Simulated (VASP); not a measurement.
# CdS (CsCl type) (Pm-3m) in VASP: further runs

The runs below take CdS (CsCl type) through density of states, with PBE.

Program: VASP 6.6.1. These are calculated values, not measurements. Logs are shortened: lines on timing, memory, paths and dates and some standing lists are left out, and cuts for length are marked.

## 1. The cell of the first run

It takes space group Pm-3m (No. 221, cubic). Conventional cell: a = 2.613 Å, b = 2.613 Å, c = 2.613 Å, α = 90.00°, β = 90.00°, γ = 90.00°. Within 3.0 Å of Cd (site symmetry m-3m) lie 8 S at 2.26 Å and 6 Cd at 2.61 Å. S (site symmetry m-3m) has 8 Cd at 2.26 Å and 6 S at 2.61 Å within 3.0 Å.

## 2. Density of states, PBE (volume scaled by 0.45)

Contents of POSCAR:

```
CdS
1.0
    2.6132665805      0.0000000000      0.0000000000
    0.0000000000      2.6132665805      0.0000000000
    0.0000000000      0.0000000000      2.6132665805
Cd S
1 1
Direct
    0.0000000000      0.0000000000      0.0000000000
    0.5000000000      0.5000000000      0.5000000000
```

Contents of INCAR.step1:

```
SYSTEM = CdS
PREC = Accurate
ENCUT = 520
EDIFF = 1E-7
ISMEAR = -1
SIGMA = 0.05
LREAL = .False.
LASPH = .True.
NELM = 100
ALGO = Normal
ISIF = 2
LWAVE = .False.
LCHARG = .True.
GGA = PE
NBANDS = 16
```

Contents of KPOINTS.step1:

```
Automatic mesh
0
Gamma
  14 14 14
  0 0 0
```

Contents of INCAR.step2:

```
SYSTEM = CdS
PREC = Accurate
ENCUT = 520
EDIFF = 1E-7
ISMEAR = -5
SIGMA = 0.05
LREAL = .False.
LASPH = .True.
NELM = 100
ALGO = Normal
ISIF = 2
LWAVE = .False.
LCHARG = .False.
GGA = PE
LORBIT = 10
NEDOS = 2001
ICHARG = 11
```

Contents of KPOINTS.step2:

```
Automatic mesh
0
Gamma
  21 21 21
  0 0 0
```

Potentials or basis: VASP PAW PBE potentials, release 64 (Cd, S).

Started as:

```sh
> cat potpaw_PBE.64/Cd/POTCAR potpaw_PBE.64/S/POTCAR > POTCAR
> cp INCAR.step1 INCAR
> cp KPOINTS.step1 KPOINTS
> mpirun -np 1 vasp_std > vasp.out
> cp INCAR.step2 INCAR
> cp KPOINTS.step2 KPOINTS
> mpirun -np 1 vasp_std > vasp.out
```

OUTCAR:

```text
SYSTEM = CdS
   PREC = Accurate
   ENCUT = 520
   EDIFF = 1E-7
   ISMEAR = -5
   LREAL = .False.
   LASPH = .True.
   NELM = 100
   ISIF = 2
   GGA = PE
   LORBIT = 10
   ICHARG = 11

 ion  position               nearest neighbor table
   1  0.000  0.000  0.000-   2 2.26   2 2.26   2 2.26   2 2.26   2 2.26   2 2.26   2 2.26   2 2.26

   2  0.500  0.500  0.500-   1 2.26   1 2.26   1 2.26   1 2.26   1 2.26   1 2.26   1 2.26   1 2.26

  LATTYP: Found a simple cubic cell.
 ALAT       =     2.6132665805

  Lattice vectors:

 A1 = (   2.6132665805,   0.0000000000,   0.0000000000)
 A2 = (   0.0000000000,   2.6132665805,   0.0000000000)
 A3 = (   0.0000000000,   0.0000000000,   2.6132665805)

Analysis of symmetry for initial positions (statically):
=====================================================================
 Subroutine PRICEL returns:
 Original cell was already a primitive cell.

 Routine SETGRP: Setting up the symmetry group for a
 simple cubic supercell.

 Subroutine GETGRP returns: Found 48 space group operations
 (whereof 48 operations were pure point group operations)
 out of a pool of 48 trial point group operations.

The static configuration has the point symmetry O_h .

Analysis of symmetry for dynamics (positions and initial velocities):
=====================================================================
 Subroutine PRICEL returns:
 Original cell was already a primitive cell.

 Routine SETGRP: Setting up the symmetry group for a
 simple cubic supercell.

 Subroutine GETGRP returns: Found 48 space group operations
 (whereof 48 operations were pure point group operations)
 out of a pool of 48 trial point group operations.

The dynamic configuration has the point symmetry O_h .

 Subroutine INISYM returns: Found 48 space group operations
 (whereof 48 operations are pure point group operations),
 and found     1 'primitive' translations

----------------------------------------------------------------------------------------

                                     Primitive cell

  volume of cell :      17.8464

  direct lattice vectors                    reciprocal lattice vectors
     2.613266580  0.000000000  0.000000000     0.382662836  0.000000000  0.000000000
     0.000000000  2.613266580  0.000000000     0.000000000  0.382662836  0.000000000
     0.000000000  0.000000000  2.613266580     0.000000000  0.000000000  0.382662836

  length of vectors
     2.613266580  2.613266580  2.613266580     0.382662836  0.382662836  0.382662836

  position of ions in fractional coordinates (direct lattice)
     0.000000000  0.000000000  0.000000000
     0.500000000  0.500000000  0.500000000

[... 98 lines left out ...]
     AMIX_MAG =   1.60;   BMIX_MAG =  1.00
  volume/ion in A,a.u.               =       8.92        60.22
  Fermi-wavevector in a.u.,A,eV,Ry     =   1.641781  3.102517 36.673764  2.695446
  Thomas-Fermi vector in A             =   2.732194
   LORBIT       =     10    0 simple, 1 ext, 2 COOP (PROOUT), +10 PAW based schemes
   GGA     = PE    functional components
   LHFCALC =     F    Hartree Fock is set to
   AEXX    =    0.0000 exact exchange contribution
   IVDW    =     0    specifies the selected vdW correction
   LEPSILON=     F    determine dielectric tensor
   LRPA    =     F    only Hartree local field effects (RPA)
 non-spin polarized calculation
 Fermi weights with tetrahedron method with Bloechl corrections
  energy-cutoff  :      520.00
  volume of cell :       17.85
 maximum number of plane-waves:       493
 NGX is ok and might be reduce to    20

 number of electron      18.0000015 magnetization

 Free energy of the ion-electron system (eV)
  ---------------------------------------------------
  ext. energy  EPLUGINS =         0.00000000
  ---------------------------------------------------
  free energy    TOTEN  =         7.00663471 eV

  energy without entropy =        7.00663471  energy(sigma->0) =        7.00663471

 E-fermi :  15.6518     XC(G=0): -15.2484

 val. band max:       15.7521433666   @ k =   0.4286   0.4286   0.4286
 cond. band min:      15.6361181862   @ k =   0.4762   0.3333   0.1429
 fundamental gap:     -0.1160251804
 Fermi energy:        15.6517509429

 k-point     1 :       0.0000    0.0000    0.0000
  band No.  band energies     occupation
      1      -6.9758      2.00000
      2       1.3394      2.00000
      3       1.3394      2.00000
      4       4.7039      2.00000
      5       4.7039      2.00000
      6       4.7039      2.00000
      7      12.0487      2.00000
      8      12.0487      2.00000
      9      12.0487      2.00000
     10      20.9428      0.00000
     11      20.9428      0.00000
     12      21.1903      0.00000
     13      33.6136      0.00000
[... 354 lines left out ...]
  band No.  band energies     occupation
      1      -6.0203      2.00000
      2       1.5409      2.00000
      3       1.6374      2.00000
      4       3.7789      2.00000
      5       4.0122      2.00000
      6       4.6144      2.00000
      7       9.5249      2.00000
      8      12.3069      2.00000
      9      13.6594      2.00000
     10      20.5240      0.00000
     11      22.4097      0.00000
     12      25.3927      0.00000
     13      27.5069      0.00000

 [... further k-points ...]

------------------------ aborting loop because EDIFF is reached ----------------------------------------

  FORCE on cell =-STRESS in cart. coord.  units (eV):
  Direction    XX          YY          ZZ          XY          YZ          ZX
  --------------------------------------------------------------------------------------
  -------------------------------------------------------------------------------------
  Total       41.2363167     41.2363167     41.2363167     -0.0000000      0.0000000     -0.0000000
  in kB     3702.0246424   3702.0246424   3702.0246424     -0.0000000      0.0000000     -0.0000000
  external PRESSURE =    3702.0246424 kB  Pullay stress =       0.0000000 kB

 VOLUME and BASIS-vectors are now :
 -----------------------------------------------------------------------------
  energy-cutoff  :      520.00
  volume of cell :       17.85
      direct lattice vectors                 reciprocal lattice vectors
     2.613266580  0.000000000  0.000000000     0.382662836  0.000000000  0.000000000
     0.000000000  2.613266580  0.000000000     0.000000000  0.382662836  0.000000000
     0.000000000  0.000000000  2.613266580     0.000000000  0.000000000  0.382662836

 POSITION                                       TOTAL-FORCE (eV/Angst)
 -----------------------------------------------------------------------------------
      0.00000      0.00000      0.00000         0.000000      0.000000      0.000000
      1.30663      1.30663      1.30663         0.000000      0.000000      0.000000
 -----------------------------------------------------------------------------------
    total drift:                               -0.000000      0.000000      0.000000

  FREE ENERGIE OF THE ION-ELECTRON SYSTEM (eV)
  ---------------------------------------------------
  free  energy   TOTEN  =         7.0066347094 eV

  energy  without entropy=        7.0066347094  energy(sigma->0) =        7.00663471

 total charge

# of ion       s       p       d       tot
------------------------------------------
    1        0.666   0.917   9.876  11.459
    2        1.449   2.739   0.000   4.188
--------------------------------------------------
tot          2.115   3.656   9.876  15.647
```

OSZICAR.step1:

```text
N       E                     dE             d eps       ncg     rms          rms(c)
DAV:   1     0.124296781141E+03    0.12430E+03   -0.10306E+04  4160   0.122E+03
DAV:   2     0.848143989316E+01   -0.11582E+03   -0.10877E+03  4728   0.296E+02
DAV:   3     0.584535377930E+01   -0.26361E+01   -0.26275E+01  4448   0.456E+01
DAV:   4     0.583917309400E+01   -0.61807E-02   -0.61804E-02  5040   0.242E+00
DAV:   5     0.583915476427E+01   -0.18330E-04   -0.18329E-04  4488   0.128E-01    0.521E+01
DAV:   6     0.689509330536E+01    0.10559E+01   -0.13450E+00  5320   0.223E+01    0.355E+01
DAV:   7     0.699743041355E+01    0.10234E+00   -0.60291E-01  4640   0.642E+00    0.537E+00
DAV:   8     0.701044738585E+01    0.13017E-01   -0.33753E-02  4280   0.263E+00    0.102E+00
DAV:   9     0.701266359749E+01    0.22162E-02   -0.88216E-03  4848   0.106E+00    0.172E-01
DAV:  10     0.701267066074E+01    0.70633E-05   -0.84127E-05  4608   0.988E-02    0.352E-02
DAV:  11     0.701266706694E+01   -0.35938E-05   -0.54582E-06  4832   0.204E-02    0.159E-02
DAV:  12     0.701266669945E+01   -0.36749E-06   -0.84025E-07  4528   0.867E-03    0.376E-03
DAV:  13     0.701266666956E+01   -0.29895E-07   -0.54295E-08  3144   0.171E-03
   1 F= 0.70126667E+01 E0= 0.70171918E+01  d E =-.905019E-02
```

Wall time 24 s (1 thread of Intel Xeon 6975P-C (Granite Rapids), shared host); peak memory 0.18 GiB.

Results:

```yaml
Valence_electrons_inside_the_program's_atomic_spheres: Cd 11.46; S 4.19
```

Levels at points of the mesh, in eV from the Fermi level:
```csv
k point,band 7,band 8,band 9,band 10,band 11,band 12
"(0.00, 0.00, 0.00)",-3.60,-3.60,-3.60,5.29,5.29,5.54
```

Caveat: the cell differs from its parent crystal (volume scaled by 0.45); tetrahedron occupations give inexact forces and stress in metals.

## 3. Density of states, PBE

This run uses another cell than the first one, of 19.83 Å³/atom, 2.222 times its volume.

Contents of POSCAR:

```
CdS
1.0
    3.4101975912      0.0000000000      0.0000000000
    0.0000000000      3.4101975912      0.0000000000
    0.0000000000      0.0000000000      3.4101975912
Cd S
1 1
Direct
    0.0000000000      0.0000000000      0.0000000000
    0.5000000000      0.5000000000      0.5000000000
```

Contents of INCAR.step1:

```
SYSTEM = CdS
  PREC = Accurate
  ENCUT = 520
  EDIFF = 1E-6
  ISMEAR = -1
  SIGMA = 0.05
  LREAL = .FALSE.
  LASPH = .TRUE.
  NELM = 60
  ALGO = Normal
  ISIF = 2
  LWAVE = .FALSE.
  LCHARG = .TRUE.
  GGA = PE
  NBANDS = 16
```

Contents of KPOINTS.step1:

```
regular mesh
0
G
  14 14 14
  0 0 0
```

Contents of INCAR.step2:

```
SYSTEM = CdS
  PREC = Accurate
  ENCUT = 520
  EDIFF = 1E-6
  ISMEAR = -5
  SIGMA = 0.05
  LREAL = .FALSE.
  LASPH = .TRUE.
  NELM = 60
  ALGO = Normal
  ISIF = 2
  LWAVE = .FALSE.
  LCHARG = .FALSE.
  GGA = PE
  LORBIT = 11
  NBANDS = 16
  NEDOS = 1001
  ICHARG = 11
```

Contents of KPOINTS.step2:

```
regular mesh
0
G
  21 21 21
  0 0 0
```

Potentials or basis: VASP PAW PBE potentials, release 64 (Cd, S).

Started as:

```sh
> cat potpaw_PBE.64/Cd/POTCAR potpaw_PBE.64/S/POTCAR > POTCAR
> cp INCAR.step1 INCAR
> cp KPOINTS.step1 KPOINTS
> mpirun -np 1 vasp_std > vasp.out
> cp INCAR.step2 INCAR
> cp KPOINTS.step2 KPOINTS
> mpirun -np 1 vasp_std > vasp.out
```

It took 4.5 min on 1 thread of AMD EPYC 7R13, shared host; peak memory 0.26 GiB.

Results (log left out):

```yaml
Valence_electrons_inside_the_program's_atomic_spheres: Cd 10.15; S 3.67
```

Levels at points of the mesh, in eV from the Fermi level:
```tsv
k point	band 7	band 8	band 9	band 10	band 11	band 12
(0.00, 0.00, 0.00)	-1.13	-1.13	-1.13	-0.97	6.70	6.70
```

Caveat: tetrahedron occupations give inexact forces and stress in metals.
